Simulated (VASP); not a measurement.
# Zn7Se8 (a cell with a defect) in VASP: relaxation of the atoms with LDA

Aim: the relaxation of the atoms of Zn7Se8 (a cell with a defect) with LDA.

All numbers are computed with VASP 6.6.1; they aren't measurements. Logs are shortened: lines on timing, memory, paths and dates and some standing lists are left out, and cuts for length are marked.

## (1) The cell of the first run

The cell holds a defect, 15 atoms: a = 7.874 Å, b = 7.874 Å, c = 7.874 Å, α = 60.00°, β = 60.00°, γ = 60.00°.

## (2) Relaxation of the atoms, LDA (atoms taken out)

Contents of INCAR:

```
ALGO     = Normal         # electronic algorithm
EDIFF    = 1E-6           # SCF threshold, eV
EDIFFG   = -0.02          # ionic threshold
ENCUT    = 520            # plane-wave cutoff, eV
GGA      = CA             # functional
IBRION   = 2              # ionic algorithm
ISIF     = 2              # what is computed and relaxed
ISMEAR   = 0              # smearing method
LASPH    = T              # aspherical terms in the spheres
LCHARG   = F              # write CHGCAR
LREAL    = Auto         
LWAVE    = F              # write WAVECAR
NELECT   = 134.0        
NELM     = 60             # most SCF steps
NSW      = 80             # ionic steps
PREC     = Accurate       # precision mode
SIGMA    = 0.02           # smearing width, eV
```

Contents of KPOINTS:

```
k-points
0
Gamma
  2 2 2
```

Contents of POSCAR:

```
Zn7Se8
1.0
    0.0000000000      5.5675272894     -5.5675272894
    5.5675272894      5.5675272894      0.0000000000
    5.5675272894      0.0000000000     -5.5675272894
Zn Se
7 8
Direct
    0.5000000000      0.0000000000      0.0000000000
    1.0000000000      0.5000000000      0.0000000000
    1.0000000000      0.0000000000      0.0000000000
    0.5000000000      0.5000000000      0.5000000000
    0.5000000000      0.0000000000      0.5000000000
    1.0000000000      0.5000000000      0.5000000000
    1.0000000000      0.0000000000      0.5000000000
    0.3750000000      0.3750000000      0.3750000000
    0.3750000000      0.8750000000      0.3750000000
    0.8750000000      0.3750000000      0.3750000000
    0.8750000000      0.8750000000      0.3750000000
    0.3750000000      0.3750000000      0.8750000000
    0.3750000000      0.8750000000      0.8750000000
    0.8750000000      0.3750000000      0.8750000000
    0.8750000000      0.8750000000      0.8750000000
```

Potentials or basis: VASP PAW LDA potentials, release 64 (Zn, Se).

Command:

```sh
$ cat potpaw_LDA.64/Zn/POTCAR potpaw_LDA.64/Se/POTCAR > POTCAR
$ mpirun -np 1 vasp_std > vasp.out
```

OUTCAR:

```text
EDIFF = 1E-6
   EDIFFG = -0.02
   ENCUT = 520
   GGA = CA
   IBRION = 2
   ISIF = 2
   ISMEAR = 0
   LASPH = T
   LREAL = Auto
   NELECT = 134.0
   NELM = 60
   NSW = 80
   PREC = Accurate

 ion  position               nearest neighbor table
   1  0.500  0.000  0.000-   9 2.41  12 2.41  13 2.41  15 2.41
   2  0.000  0.500  0.000-  10 2.41  12 2.41  14 2.41  15 2.41
   3  0.000  0.000  0.000-  11 2.41  13 2.41  14 2.41  15 2.41
   4  0.500  0.500  0.500-   8 2.41   9 2.41  10 2.41  12 2.41
   5  0.500  0.000  0.500-   8 2.41   9 2.41  11 2.41  13 2.41
   6  0.000  0.500  0.500-   8 2.41  10 2.41  11 2.41  14 2.41
   7  0.000  0.000  0.500-   9 2.41  10 2.41  11 2.41  15 2.41
   8  0.375  0.375  0.375-   4 2.41   5 2.41   6 2.41
   9  0.375  0.875  0.375-   1 2.41   4 2.41   5 2.41   7 2.41
  10  0.875  0.375  0.375-   2 2.41   4 2.41   6 2.41   7 2.41
  11  0.875  0.875  0.375-   3 2.41   5 2.41   6 2.41   7 2.41
  12  0.375  0.375  0.875-   1 2.41   2 2.41   4 2.41
  13  0.375  0.875  0.875-   1 2.41   3 2.41   5 2.41
  14  0.875  0.375  0.875-   2 2.41   3 2.41   6 2.41
  15  0.875  0.875  0.875-   1 2.41   2 2.41   3 2.41   7 2.41

  LATTYP: Found a face centered cubic cell.
 ALAT       =    11.1350545788

  Lattice vectors:

 A1 = (   0.0000000000,   5.5675272894,  -5.5675272894)
 A2 = (   5.5675272894,   5.5675272894,   0.0000000000)
 A3 = (   5.5675272894,   0.0000000000,  -5.5675272894)

Analysis of symmetry for initial positions (statically):
=====================================================================
 Subroutine PRICEL returns:
 Original cell was already a primitive cell.

 Routine SETGRP: Setting up the symmetry group for a
 face centered cubic supercell.

 Subroutine GETGRP returns: Found 24 space group operations
 (whereof  4 operations were pure point group operations)
 out of a pool of 48 trial point group operations.

The static configuration has the point symmetry C_2v.
 The point group associated with its full space group is T_d .

Analysis of symmetry for dynamics (positions and initial velocities):
=====================================================================
 Subroutine PRICEL returns:
 Original cell was already a primitive cell.

 Routine SETGRP: Setting up the symmetry group for a
 face centered cubic supercell.

 Subroutine GETGRP returns: Found 24 space group operations
 (whereof  4 operations were pure point group operations)
 out of a pool of 48 trial point group operations.

The dynamic configuration has the point symmetry C_2v.
 The point group associated with its full space group is T_d .

 Subroutine INISYM returns: Found 24 space group operations
 (whereof  4 operations are pure point group operations),
 and found     1 'primitive' translations

----------------------------------------------------------------------------------------

                                     Primitive cell

  volume of cell :     345.1573

  direct lattice vectors                    reciprocal lattice vectors
     0.000000000  5.567527289 -5.567527289    -0.089806475  0.089806475 -0.089806475
     5.567527289  5.567527289  0.000000000     0.089806475  0.089806475  0.089806475
     5.567527289  0.000000000 -5.567527289     0.089806475 -0.089806475 -0.089806475

  length of vectors
     7.873672602  7.873672602  7.873672602     0.155549377  0.155549377  0.155549377

  position of ions in fractional coordinates (direct lattice)
     0.500000000  0.000000000  0.000000000
     0.000000000  0.500000000  0.000000000
     0.000000000  0.000000000  0.000000000
     0.500000000  0.500000000  0.500000000
     0.500000000  0.000000000  0.500000000
     0.000000000  0.500000000  0.500000000
     0.000000000  0.000000000  0.500000000
     0.375000000  0.375000000  0.375000000
     0.375000000  0.875000000  0.375000000
     0.875000000  0.375000000  0.375000000
     0.875000000  0.875000000  0.375000000
     0.375000000  0.375000000  0.875000000
     0.375000000  0.875000000  0.875000000
     0.875000000  0.375000000  0.875000000
     0.875000000  0.875000000  0.875000000

  ion indices of the primitive-cell ions
   primitive index   ion index
                 1           1
                 2           2
                 3           3
                 4           4
                 5           5
                 6           6
                 7           7
                 8           8
                 9           9
                10          10
                11          11
                12          12
                13          13
                14          14
                15          15

----------------------------------------------------------------------------------------

 KPOINTS: k-points

Automatic generation of k-mesh.
 Grid dimensions read from file:
 generate k-points for:    2    2    2

 Generating k-lattice:

  Cartesian coordinates                     Fractional coordinates (reciprocal lattice)
    -0.044903237  0.044903237 -0.044903237     0.500000000  0.000000000  0.000000000
     0.044903237  0.044903237  0.044903237     0.000000000  0.500000000  0.000000000
     0.044903237 -0.044903237 -0.044903237     0.000000000  0.000000000  0.500000000

  Length of vectors
     0.077774689  0.077774689  0.077774689

  Shift w.r.t. Gamma in fractional coordinates (k-lattice)
     0.000000000  0.000000000  0.000000000

 Subroutine IBZKPT returns following result:
 ===========================================

 Found      3 irreducible k-points:

 Following reciprocal coordinates:
            Coordinates               Weight
  0.000000  0.000000  0.000000      1.000000
  0.500000  0.000000  0.000000      4.000000
  0.500000  0.500000  0.000000      3.000000
   k-points           NKPTS =      3   k-points in BZ     NKDIM =      3   number of bands    NBANDS=     80
   number of dos      NEDOS =    301   number of ions     NIONS =     15
   total plane-waves  NPLWV = 216000
   dimension x,y,z NGX =    60 NGY =   60 NGZ =   60
   dimension x,y,z NGXF=   120 NGYF=  120 NGZF=  120
   ions per type =               7   8
   NGX,Y,Z   is equivalent  to a cutoff of  12.67, 12.67, 12.67 a.u.
   NGXF,Y,Z  is equivalent  to a cutoff of  25.34, 25.34, 25.34 a.u.
 SYSTEM =  unknown system
   PREC   = accura    normal or accurate (medium, high low for compatibility)
   ISTART =      0    job   : 0-new  1-cont  2-samecut
   ICHARG =      2    charge: 1-file 2-atom 10-const
   ISPIN  =      1    spin polarized calculation?
   LNONCOLLINEAR =      F non collinear calculations
   LSORBIT =      F    spin-orbit coupling
   LASPH  =      T    aspherical Exc in radial PAW
   ENCUT  =  520.0 eV  38.22 Ry    6.18 a.u.  14.64 14.64 14.64*2*pi/ulx,y,z
   NELM   =     60;   NELMIN=  2; NELMDL= -5     # of ELM steps
   EDIFF  = 0.1E-05   stopping-criterion for ELM
   LREAL  =      T    real-space projection
   EDIFFG = -.2E-01   stopping-criterion for IOM
   NSW    =     80    number of steps for IOM
   IBRION =      2    ionic relax: 0-MD 1-quasi-New 2-CG
   NFREE  =      1    steps in history (QN), initial steepest desc. (CG)
   ISIF   =      2    stress and relaxation
   ISYM   =      2    0-nonsym 1-usesym 2-fastsym
   POTIM  = 0.5000    time-step for ionic-motion
   TEBEG  =    0.0;   TEEND  =   0.0 temperature during run
   PSTRESS=    0.0 pullay stress
   NELECT =     134.0000    total number of electrons
   NUPDOWN=      -1.0000    fix difference up-down
   EMIN   =  10.00;   EMAX   =-10.00  energy-range for DOS
   EFERMI =   0.00;   METHOD = LEGACY
   ISMEAR =     0;   SIGMA  =   0.02  broadening in eV -4-tet -1-fermi 0-gaus
   EFERMI_NEDOS =   21; number of points for ismear=-14 and -15
   IALGO  =     38    algorithm
   IMIX   =      4    mixing-type and parameters
     AMIX     =   0.40;   BMIX     =  1.00
     AMIX_MAG =   1.60;   BMIX_MAG =  1.00
  volume/ion in A,a.u.               =      23.01       155.28
  Fermi-wavevector in a.u.,A,eV,Ry     =   1.194274  2.256851 19.405868  1.426291
  Thomas-Fermi vector in A             =   2.330268
   LORBIT       =      0    0 simple, 1 ext, 2 COOP (PROOUT), +10 PAW based schemes
   GGA     = CA    functional components
   LHFCALC =     F    Hartree Fock is set to
   AEXX    =    0.0000 exact exchange contribution
   IVDW    =     0    specifies the selected vdW correction
   LEPSILON=     F    determine dielectric tensor
   LRPA    =     F    only Hartree local field effects (RPA)
 conjugate gradient relaxation of ions
 non-spin polarized calculation
 Gauss-broadening in eV      SIGMA  =   0.02
  energy-cutoff  :      520.00
  volume of cell :      345.16
 maximum number of plane-waves:      9377
 NGX is ok and might be reduce to    60
   NGX = 29   NGY = 29   NGZ = 29

--------------------------------------- Ionic step        1  -------------------------------------------

 number of electron     133.9999908 magnetization

 Free energy of the ion-electron system (eV)
  ---------------------------------------------------
  ext. energy  EPLUGINS =         0.00000000
  ---------------------------------------------------
  free energy    TOTEN  =       -49.62153987 eV

  energy without entropy =      -49.62153987  energy(sigma->0) =      -49.62153987

------------------------ aborting loop because EDIFF is reached ----------------------------------------

  FORCE on cell =-STRESS in cart. coord.  units (eV):
  Direction    XX          YY          ZZ          XY          YZ          ZX
  --------------------------------------------------------------------------------------
  -------------------------------------------------------------------------------------
  Total       15.0496811     15.0496811     15.0496811     -0.0000000      0.0000000     -0.0000000
  in kB       69.8587515     69.8587515     69.8587515     -0.0000000      0.0000000     -0.0000000
  external PRESSURE =      69.8587515 kB  Pullay stress =       0.0000000 kB
[... 328 lines left out ...]
  energy  without entropy=      -50.2436981395  energy(sigma->0) =      -50.24369814

--------------------------------------- Ionic step        8  -------------------------------------------

 number of electron     134.0000059 magnetization

 Free energy of the ion-electron system (eV)
  ---------------------------------------------------
  ext. energy  EPLUGINS =         0.00000000
  ---------------------------------------------------
  free energy    TOTEN  =       -50.24408192 eV

  energy without entropy =      -50.24408192  energy(sigma->0) =      -50.24408192

 E-fermi :   2.0037     XC(G=0):  -9.7781

 val. band max:        1.8967345873   @ k =   0.0000   0.0000   0.0000
 cond. band min:       3.0991500779   @ k =   0.0000   0.0000   0.0000
 fundamental gap:      1.2024154906
 Fermi energy:         2.0037237151

 k-point     1 :       0.0000    0.0000    0.0000
  band No.  band energies     occupation
      1     -11.7391      2.00000
      2     -10.9044      2.00000
      3     -10.9044      2.00000
      4     -10.9044      2.00000
      5     -10.6924      2.00000
      6     -10.3693      2.00000
[... 71 lines left out ...]
     78       6.6874      0.00000
     79       7.4739      0.00000

 k-point     2 :       0.5000    0.0000    0.0000
  band No.  band energies     occupation
      1     -11.4346      2.00000
      2     -11.2387      2.00000
      3     -10.8646      2.00000
      4     -10.8646      2.00000
      5     -10.6543      2.00000
      6     -10.4799      2.00000
[... 71 lines left out ...]
     78       7.1924      0.00000
     79       7.3933      0.00000

 k-point     3 :       0.5000    0.5000    0.0000
  band No.  band energies     occupation
      1     -11.2589      2.00000
      2     -11.2478      2.00000
      3     -10.9241      2.00000
      4     -10.9241      2.00000
      5     -10.6987      2.00000
      6     -10.6603      2.00000
[... 71 lines left out ...]
     78       7.2696      0.00000
     79       7.6569      0.00000
 [bands above 79 left out]

------------------------ aborting loop because EDIFF is reached ----------------------------------------

  FORCE on cell =-STRESS in cart. coord.  units (eV):
  Direction    XX          YY          ZZ          XY          YZ          ZX
  --------------------------------------------------------------------------------------
  -------------------------------------------------------------------------------------
  Total       12.1035392     12.1035392     12.1035392     -0.0000000      0.0000000      0.0000000
  in kB       56.1831265     56.1831265     56.1831265     -0.0000000      0.0000000      0.0000000
  external PRESSURE =      56.1831265 kB  Pullay stress =       0.0000000 kB
[... 30 lines left out ...]
  FREE ENERGIE OF THE ION-ELECTRON SYSTEM (eV)
  ---------------------------------------------------
  free  energy   TOTEN  =       -50.2440819214 eV

  energy  without entropy=      -50.2440819214  energy(sigma->0) =      -50.24408192

 reached required accuracy - stopping structural energy minimisation
```

Wall time 11 min (1 thread of Intel Xeon Platinum 8124M at 3.00GHz (Skylake/Cascade Lake), shared host); peak memory 0.4 GiB.

Results:

```
Free energy                  : -50.2441 eV
Energy gained by relaxing    : 41.5 meV/atom
Ionic steps                  : 8
Largest force after relaxing : 0.012 eV/Å
```

Forces on the atoms (eV/Å):
```
Zn   0.000  0.000 -0.012
Zn   0.012  0.000  0.000
Zn   0.000 -0.012  0.000
Zn   0.000  0.012  0.000
Zn  -0.012  0.000  0.000
Zn   0.000  0.000  0.012
Zn   0.000  0.000  0.000
Se   0.000  0.000  0.000
Se   0.003 -0.003  0.003
Se  -0.003 -0.003 -0.003
Se   0.003  0.003 -0.003
Se   0.000  0.000  0.000
Se   0.000  0.000  0.000
Se   0.000  0.000  0.000
Se  -0.003  0.003  0.003
```

The path:
| step | energy change (eV) | largest force (eV/Å) | pressure (GPa) |
| --- | --- | --- | --- |
| 1 | 0.0000 | 0.9618 | 6.99 |
| 2 | -0.2931 | 0.6073 | 6.78 |
| 3 | -0.5777 | 0.3915 | 6.30 |
| 4 | -0.5783 | 0.3800 | 6.31 |
| 5 | -0.6171 | 0.1295 | 5.82 |
| 6 | -0.6221 | 0.0352 | 5.58 |
| 7 | -0.6222 | 0.0289 | 5.63 |
| 8 | -0.6225 | 0.0122 | 5.62 |

Final structure:
```
Zn Se
1.0
     0.00000    5.56753   -5.56753
     5.56753    5.56753    0.00000
     5.56753    0.00000   -5.56753
Zn Se
7 8
Direct
  0.48669 0.01331 0.98669
  0.01331 0.48669 0.98669
  0.01331 0.01331 0.98669
  0.48669 0.48669 0.51331
  0.48669 0.01331 0.51331
  0.01331 0.48669 0.51331
  0.00000 0.00000 0.50000
  0.38289 0.38289 0.35134
  0.37836 0.87388 0.37388
  0.87388 0.37836 0.37388
  0.87388 0.87388 0.37388
  0.38289 0.38289 0.88289
  0.38289 0.85134 0.88289
  0.85134 0.38289 0.88289
  0.87388 0.87388 0.87836
```

Caveat: the k points lie up to 0.49 Å⁻¹ apart; the cell carries a net charge on a neutralising background, which shifts energy and pressure; the cell differs from its parent crystal (atoms taken out); the cell is charged against a uniform background, so pressure and absolute levels hang on convention.
